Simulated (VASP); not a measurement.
# BP (F-43m) in VASP: a series of runs

Runs on BP. Level: LDA. Tasks: single point.

Everything below comes from runs of VASP 6.6.1. Logs are shortened: lines on timing, memory, paths and dates and some standing lists are left out, and cuts for length are marked.

## (1) The cell of the first run

Symmetry: F-43m, No. 216, cubic system. The conventional cell has a = 4.553 Å, b = 4.553 Å, c = 4.553 Å, α = 90.00°, β = 90.00°, γ = 90.00°. Within 2.6 Å of B (site symmetry -43m) lie 4 P at 1.97 Å. Within 2.6 Å of P (site symmetry -43m) lie 4 B at 1.97 Å.

## (2) Single point, LDA (volume scaled by 1.01)

Contents of INCAR:

```
PREC     = Accurate       # precision mode
ENCUT    = 520            # plane-wave cutoff, eV
EDIFF    = 1E-6           # SCF threshold, eV
ISMEAR   = -1             # smearing method
SIGMA    = 0.08           # smearing width, eV
LREAL    = False          # projectors in reciprocal space
LASPH    = True           # aspherical terms in the spheres
NELM     = 60             # most SCF steps
ALGO     = Normal         # electronic algorithm
ISIF     = 2              # what is computed and relaxed
LWAVE    = False          # write WAVECAR
LCHARG   = False          # write CHGCAR
NBANDS   = 11             # bands
```

Contents of KPOINTS:

```
regular mesh
0
Gamma
  12 12 12
```

Contents of POSCAR:

```
BP
1.0
    0.0000000000      2.2765382614      2.2765382614
    2.2765382614      0.0000000000      2.2765382614
    2.2765382614      2.2765382614      0.0000000000
B P
1 1
Direct
    0.0000000000      0.0000000000      0.0000000000
    0.7500000000      0.7500000000      0.7500000000
```

Potentials or basis: VASP PAW LDA potentials, release 64 (B, P).

On the command line:

```bash
$ cat potpaw_LDA.64/B/POTCAR potpaw_LDA.64/P/POTCAR > POTCAR
$ mpirun -np 1 vasp_std > vasp.out
```

OUTCAR:

```text
PREC = Accurate
   ENCUT = 520
   EDIFF = 1E-6
   ISMEAR = -1
   LREAL = False
   LASPH = True
   NELM = 60
   ISIF = 2

 ion  position               nearest neighbor table
   1  0.000  0.000  0.000-   2 1.97   2 1.97   2 1.97   2 1.97
   2  0.750  0.750  0.750-   1 1.97   1 1.97   1 1.97   1 1.97

  LATTYP: Found a face centered cubic cell.
 ALAT       =     4.5530765228

  Lattice vectors:

 A1 = (   0.0000000000,   2.2765382614,   2.2765382614)
 A2 = (   2.2765382614,   0.0000000000,   2.2765382614)
 A3 = (   2.2765382614,   2.2765382614,   0.0000000000)

Analysis of symmetry for initial positions (statically):
=====================================================================
 Subroutine PRICEL returns:
 Original cell was already a primitive cell.

 Routine SETGRP: Setting up the symmetry group for a
 face centered cubic supercell.

 Subroutine GETGRP returns: Found 24 space group operations
 (whereof 24 operations were pure point group operations)
 out of a pool of 48 trial point group operations.

The static configuration has the point symmetry T_d .

Analysis of symmetry for dynamics (positions and initial velocities):
=====================================================================
 Subroutine PRICEL returns:
 Original cell was already a primitive cell.

 Routine SETGRP: Setting up the symmetry group for a
 face centered cubic supercell.

 Subroutine GETGRP returns: Found 24 space group operations
 (whereof 24 operations were pure point group operations)
 out of a pool of 48 trial point group operations.

The dynamic configuration has the point symmetry T_d .

 Subroutine INISYM returns: Found 24 space group operations
 (whereof 24 operations are pure point group operations),
 and found     1 'primitive' translations

----------------------------------------------------------------------------------------

                                     Primitive cell

  volume of cell :      23.5969

  direct lattice vectors                    reciprocal lattice vectors
     0.000000000  2.276538261  2.276538261    -0.219631714  0.219631714  0.219631714
     2.276538261  0.000000000  2.276538261     0.219631714 -0.219631714  0.219631714
     2.276538261  2.276538261  0.000000000     0.219631714  0.219631714 -0.219631714

  length of vectors
     3.219511285  3.219511285  3.219511285     0.380413287  0.380413287  0.380413287

  position of ions in fractional coordinates (direct lattice)
     0.000000000  0.000000000  0.000000000
     0.750000000  0.750000000  0.750000000

  ion indices of the primitive-cell ions
   primitive index   ion index
                 1           1
                 2           2

----------------------------------------------------------------------------------------

 KPOINTS: regular mesh

Automatic generation of k-mesh.
 Grid dimensions read from file:
 generate k-points for:   12   12   12

 Generating k-lattice:

  Cartesian coordinates                     Fractional coordinates (reciprocal lattice)
    -0.018302643  0.018302643  0.018302643     0.083333333  0.000000000  0.000000000
     0.018302643 -0.018302643  0.018302643     0.000000000  0.083333333  0.000000000
     0.018302643  0.018302643 -0.018302643     0.000000000  0.000000000  0.083333333

  Length of vectors
     0.031701107  0.031701107  0.031701107

  Shift w.r.t. Gamma in fractional coordinates (k-lattice)
     0.000000000  0.000000000  0.000000000

 Subroutine IBZKPT returns following result:
 ===========================================

 Found     72 irreducible k-points:

 Following reciprocal coordinates:
            Coordinates               Weight
  0.000000  0.000000  0.000000      1.000000
  0.083333  0.000000  0.000000      8.000000
  0.166667  0.000000  0.000000      8.000000
  0.250000  0.000000  0.000000      8.000000
  0.333333  0.000000  0.000000      8.000000
  0.416667  0.000000  0.000000      8.000000
[... 16 lines left out ...]
  0.500000  0.166667  0.000000     24.000000
 -0.416667  0.166667  0.000000     24.000000
 [... further k-points ...]
   k-points           NKPTS =     72   k-points in BZ     NKDIM =     72   number of bands    NBANDS=     11
   number of dos      NEDOS =    301   number of ions     NIONS =      2
   total plane-waves  NPLWV =  13824
   dimension x,y,z NGX =    24 NGY =   24 NGZ =   24
   dimension x,y,z NGXF=    48 NGYF=   48 NGZF=   48
   ions per type =               1   1
   NGX,Y,Z   is equivalent  to a cutoff of  12.39, 12.39, 12.39 a.u.
   NGXF,Y,Z  is equivalent  to a cutoff of  24.79, 24.79, 24.79 a.u.
 SYSTEM =  unknown system
   PREC   = accura    normal or accurate (medium, high low for compatibility)
   ISTART =      0    job   : 0-new  1-cont  2-samecut
   ICHARG =      2    charge: 1-file 2-atom 10-const
   ISPIN  =      1    spin polarized calculation?
   LNONCOLLINEAR =      F non collinear calculations
   LSORBIT =      F    spin-orbit coupling
   LASPH  =      T    aspherical Exc in radial PAW
   ENCUT  =  520.0 eV  38.22 Ry    6.18 a.u.   5.99  5.99  5.99*2*pi/ulx,y,z
   NELM   =     60;   NELMIN=  2; NELMDL= -5     # of ELM steps
   EDIFF  = 0.1E-05   stopping-criterion for ELM
   LREAL  =      F    real-space projection
   EDIFFG = 0.1E-04   stopping-criterion for IOM
   NSW    =      0    number of steps for IOM
   IBRION =     -1    ionic relax: 0-MD 1-quasi-New 2-CG
   NFREE  =      0    steps in history (QN), initial steepest desc. (CG)
   ISIF   =      2    stress and relaxation
   ISYM   =      2    0-nonsym 1-usesym 2-fastsym
   POTIM  = 0.5000    time-step for ionic-motion
   TEBEG  =    0.0;   TEEND  =   0.0 temperature during run
   PSTRESS=    0.0 pullay stress
   NELECT =       8.0000    total number of electrons
   NUPDOWN=      -1.0000    fix difference up-down
   EMIN   =  10.00;   EMAX   =-10.00  energy-range for DOS
   EFERMI =   0.00;   METHOD = LEGACY
   ISMEAR =    -1;   SIGMA  =   0.08  broadening in eV -4-tet -1-fermi 0-gaus
   EFERMI_NEDOS =   21; number of points for ismear=-14 and -15
   IALGO  =     38    algorithm
   IMIX   =      4    mixing-type and parameters
     AMIX     =   0.40;   BMIX     =  1.00
     AMIX_MAG =   1.60;   BMIX_MAG =  1.00
  volume/ion in A,a.u.               =      11.80        79.62
  Fermi-wavevector in a.u.,A,eV,Ry     =   1.141528  2.157175 17.729561  1.303086
  Thomas-Fermi vector in A             =   2.278228
   LORBIT       =      0    0 simple, 1 ext, 2 COOP (PROOUT), +10 PAW based schemes
   GGA     = CA    functional components
   LHFCALC =     F    Hartree Fock is set to
   AEXX    =    0.0000 exact exchange contribution
   IVDW    =     0    specifies the selected vdW correction
   LEPSILON=     F    determine dielectric tensor
   LRPA    =     F    only Hartree local field effects (RPA)
 non-spin polarized calculation
  energy-cutoff  :      520.00
  volume of cell :       23.60
 maximum number of plane-waves:       650
   NGX = 11   NGY = 11   NGZ = 11

 number of electron       8.0000000 magnetization

 Free energy of the ion-electron system (eV)
  ---------------------------------------------------
  ext. energy  EPLUGINS =         0.00000000
  ---------------------------------------------------
  free energy    TOTEN  =       -14.37864808 eV

  energy without entropy =      -14.37864128  energy(sigma->0) =      -14.37864468

 E-fermi :   7.8679     XC(G=0): -11.0470

 val. band max:        7.2875713385   @ k =   0.0000   0.0000   0.0000
 cond. band min:       8.4839227308   @ k =   0.4167   0.4167   0.0000
 fundamental gap:      1.1963513923
 Fermi energy:         7.8678996604

 k-point     1 :       0.0000    0.0000    0.0000
  band No.  band energies     occupation
      1      -8.0151      2.00000
      2       7.2876      1.99859
      3       7.2876      1.99859
      4       7.2876      1.99859
      5      10.6510      0.00000
      6      10.6510      0.00000
      7      10.6510      0.00000
      8      14.5053      0.00000
      9      18.4752      0.00000
     10      19.4402      0.00000
     11      19.4402      0.00000

 k-point     2 :       0.0833    0.0000    0.0000
  band No.  band energies     occupation
      1      -7.8911      2.00000
      2       6.3397      2.00000
      3       7.0765      1.99990
      4       7.0765      1.99990
      5      10.9425      0.00000
      6      10.9425      0.00000
      7      10.9886      0.00000
      8      14.8712      0.00000
      9      18.8742      0.00000
     10      18.8910      0.00000
     11      18.8910      0.00000

 k-point     3 :       0.1667    0.0000    0.0000
  band No.  band energies     occupation
      1      -7.5220      2.00000
      2       4.4848      2.00000
      3       6.6307      2.00000
      4       6.6307      2.00000
      5      11.2404      0.00000
      6      11.5440      0.00000
      7      11.5440      0.00000
      8      15.7710      0.00000
      9      18.2108      0.00000
     10      18.2108      0.00000
     11      19.7052      0.00000

 k-point     4 :       0.2500    0.0000    0.0000
  band No.  band energies     occupation
      1      -6.9199      2.00000
      2       2.4958      2.00000
      3       6.1840      2.00000
      4       6.1840      2.00000
      5      11.2196      0.00000
      6      11.9982      0.00000
      7      11.9982      0.00000
      8      16.6842      0.00000
      9      18.2156      0.00000
     10      18.2156      0.00000
     11      20.0314      0.00000
[... 239 lines left out ...]
 k-point    22 :       0.4167    0.1667    0.0000
  band No.  band energies     occupation
      1      -5.4035      2.00000
      2       0.3478      2.00000
      3       4.2217      2.00000
      4       4.6658      2.00000
      5      10.3836      0.00000
      6      13.6388      0.00000
      7      14.0005      0.00000
      8      14.5255      0.00000
      9      20.0163      0.00000
     10      21.8468      0.00000
     11      22.3738      0.00000

 k-point    23 :       0.5000    0.1667    0.0000
  band No.  band energies     occupation
      1      -4.5731      2.00000
      2      -0.9571      2.00000
      3       3.7467      2.00000
      4       4.7400      2.00000
      5      10.5220      0.00000
      6      13.5517      0.00000
      7      13.6740      0.00000
      8      16.0840      0.00000
      9      19.6272      0.00000
     10      21.8255      0.00000
     11      23.1261      0.00000

 k-point    24 :      -0.4167    0.1667    0.0000
  band No.  band energies     occupation
      1      -4.3997      2.00000
      2      -1.1932      2.00000
      3       3.4277      2.00000
      4       4.9993      2.00000
      5      10.7789      0.00000
      6      13.3472      0.00000
      7      13.4951      0.00000
      8      17.4798      0.00000
      9      19.0514      0.00000
     10      20.0098      0.00000
     11      23.1587      0.00000

 [... further k-points ...]

------------------------ aborting loop because EDIFF is reached ----------------------------------------

  FORCE on cell =-STRESS in cart. coord.  units (eV):
  Direction    XX          YY          ZZ          XY          YZ          ZX
  --------------------------------------------------------------------------------------
  -------------------------------------------------------------------------------------
  Total       -1.0070801     -1.0070801     -1.0070801     -0.0000000      0.0000000      0.0000000
  in kB      -68.3785239    -68.3785239    -68.3785239     -0.0000000      0.0000000      0.0000000
  external PRESSURE =     -68.3785239 kB  Pullay stress =       0.0000000 kB

 VOLUME and BASIS-vectors are now :
 -----------------------------------------------------------------------------
  energy-cutoff  :      520.00
  volume of cell :       23.60
      direct lattice vectors                 reciprocal lattice vectors
     0.000000000  2.276538261  2.276538261    -0.219631714  0.219631714  0.219631714
     2.276538261  0.000000000  2.276538261     0.219631714 -0.219631714  0.219631714
     2.276538261  2.276538261  0.000000000     0.219631714  0.219631714 -0.219631714

 POSITION                                       TOTAL-FORCE (eV/Angst)
 -----------------------------------------------------------------------------------
      0.00000      0.00000      0.00000        -0.000000     -0.000000     -0.000000
      3.41481      3.41481      3.41481         0.000000      0.000000      0.000000
 -----------------------------------------------------------------------------------
    total drift:                               -0.000000     -0.000000     -0.000000

  FREE ENERGIE OF THE ION-ELECTRON SYSTEM (eV)
  ---------------------------------------------------
  free  energy   TOTEN  =       -14.3786480793 eV

  energy  without entropy=      -14.3786412844  energy(sigma->0) =      -14.37864468
```

Run time: 8.6 s. Hardware: 1 thread of AMD EPYC 9R45 (Zen 5), shared host; peak memory 0.1 GiB.

Results:

```yaml
Free_energy: -14.3786 eV
Pressure: -6.8 GPa
Band_gap_on_the_k_mesh: 1.20 eV, indirect (least direct gap 3.36 eV)
```

## (3) Single point, LDA (volume scaled by 1.04)

Contents of INCAR:

```
ALGO     = Normal         # electronic algorithm
EDIFF    = 1E-6           # SCF threshold, eV
ENCUT    = 520            # plane-wave cutoff, eV
ISIF     = 2              # what is computed and relaxed
ISMEAR   = -1             # smearing method
LASPH    = True           # aspherical terms in the spheres
LCHARG   = False          # write CHGCAR
LREAL    = False          # projectors in reciprocal space
LWAVE    = False          # write WAVECAR
NBANDS   = 11             # bands
NELM     = 80             # most SCF steps
PREC     = Accurate       # precision mode
SIGMA    = 0.08           # smearing width, eV
```

Contents of KPOINTS:

```
k-points
0
Gamma
  12 12 12
```

Contents of POSCAR:

```
BP
1.0
    0.0000000000      2.2988586873      2.2988586873
    2.2988586873      0.0000000000      2.2988586873
    2.2988586873      2.2988586873      0.0000000000
B P
1 1
Direct
    0.0000000000      0.0000000000      0.0000000000
    0.7500000000      0.7500000000      0.7500000000
```

Potentials or basis: VASP PAW LDA potentials, release 64 (B, P).

On the command line:

```bash
$ cat potpaw_LDA.64/B/POTCAR potpaw_LDA.64/P/POTCAR > POTCAR
$ mpirun -np 1 vasp_std > vasp.out
```

OUTCAR:

```text
EDIFF = 1E-6
   ENCUT = 520
   ISIF = 2
   ISMEAR = -1
   LASPH = True
   LREAL = False
   NELM = 80
   PREC = Accurate

 ion  position               nearest neighbor table
   1  0.000  0.000  0.000-   2 1.99   2 1.99   2 1.99   2 1.99
   2  0.750  0.750  0.750-   1 1.99   1 1.99   1 1.99   1 1.99

  LATTYP: Found a face centered cubic cell.
 ALAT       =     4.5977173746

  Lattice vectors:

 A1 = (   0.0000000000,   2.2988586873,   2.2988586873)
 A2 = (   2.2988586873,   0.0000000000,   2.2988586873)
 A3 = (   2.2988586873,   2.2988586873,   0.0000000000)

[... 511 lines left out ...]
      8      16.9387      0.00000
      9      18.5254      0.00000
     10      19.5281      0.00000
     11      22.5820      0.00000

 [... further k-points ...]
[... 5 lines left out ...]
  --------------------------------------------------------------------------------------
  -------------------------------------------------------------------------------------
  Total       -1.6612715     -1.6612715     -1.6612715      0.0000000      0.0000000      0.0000000
  in kB     -109.5429329   -109.5429329   -109.5429329      0.0000000      0.0000000      0.0000000
  external PRESSURE =    -109.5429329 kB  Pullay stress =       0.0000000 kB

 VOLUME and BASIS-vectors are now :
 -----------------------------------------------------------------------------
  energy-cutoff  :      520.00
  volume of cell :       24.30
      direct lattice vectors                 reciprocal lattice vectors
     0.000000000  2.298858687  2.298858687    -0.217499232  0.217499232  0.217499232
     2.298858687  0.000000000  2.298858687     0.217499232 -0.217499232  0.217499232
     2.298858687  2.298858687  0.000000000     0.217499232  0.217499232 -0.217499232

 POSITION                                       TOTAL-FORCE (eV/Angst)
 -----------------------------------------------------------------------------------
      0.00000      0.00000      0.00000        -0.000000     -0.000000     -0.000000
      3.44829      3.44829      3.44829         0.000000      0.000000      0.000000
 -----------------------------------------------------------------------------------
    total drift:                               -0.000000     -0.000000     -0.000000

  FREE ENERGIE OF THE ION-ELECTRON SYSTEM (eV)
  ---------------------------------------------------
  free  energy   TOTEN  =       -14.3398707504 eV

  energy  without entropy=      -14.3398650881  energy(sigma->0) =      -14.33986792
```

OSZICAR:

```text
N       E                     dE             d eps       ncg     rms          rms(c)
DAV:   1     0.774938458253E+01    0.77494E+01   -0.39735E+03  1584   0.652E+02
DAV:   2    -0.144571666010E+02   -0.22207E+02   -0.21284E+02  2155   0.107E+02
DAV:   3    -0.150744180830E+02   -0.61725E+00   -0.61581E+00  2008   0.158E+01
DAV:   4    -0.150769898724E+02   -0.25718E-02   -0.25715E-02  1782   0.119E+00
DAV:   5    -0.150770053156E+02   -0.15443E-04   -0.15443E-04  1980   0.910E-02    0.693E+00
DAV:   6    -0.144519211100E+02    0.62508E+00   -0.14848E+00  1791   0.508E+00    0.366E+00
DAV:   7    -0.143521398197E+02    0.99781E-01   -0.21121E-01  1954   0.231E+00    0.124E+00
DAV:   8    -0.143398348289E+02    0.12305E-01   -0.29181E-02  1842   0.899E-01    0.203E-01
DAV:   9    -0.143398712528E+02   -0.36424E-04   -0.79152E-04  1802   0.192E-01    0.135E-01
DAV:  10    -0.143398689913E+02    0.22615E-05   -0.13040E-04  1755   0.649E-02    0.324E-02
DAV:  11    -0.143398712235E+02   -0.22322E-05   -0.52476E-06  1956   0.124E-02    0.348E-02
DAV:  12    -0.143398707504E+02    0.47315E-06   -0.22276E-06   980   0.613E-03
   1 F= -.14339871E+02 E0= -.14339868E+02  d E =-.566233E-05
```

Wall time 8.4 s (1 thread of AMD EPYC 9R45 (Zen 5), shared host); peak memory 0.1 GiB.

What came out:

```yaml
Free_energy: -14.3399 eV
Pressure: -11.0 GPa
Band_gap_on_the_k_mesh: 1.23 eV, indirect (least direct gap 3.32 eV)
```

 A k mesh can miss the band edges.

[end of part 1 of 2]
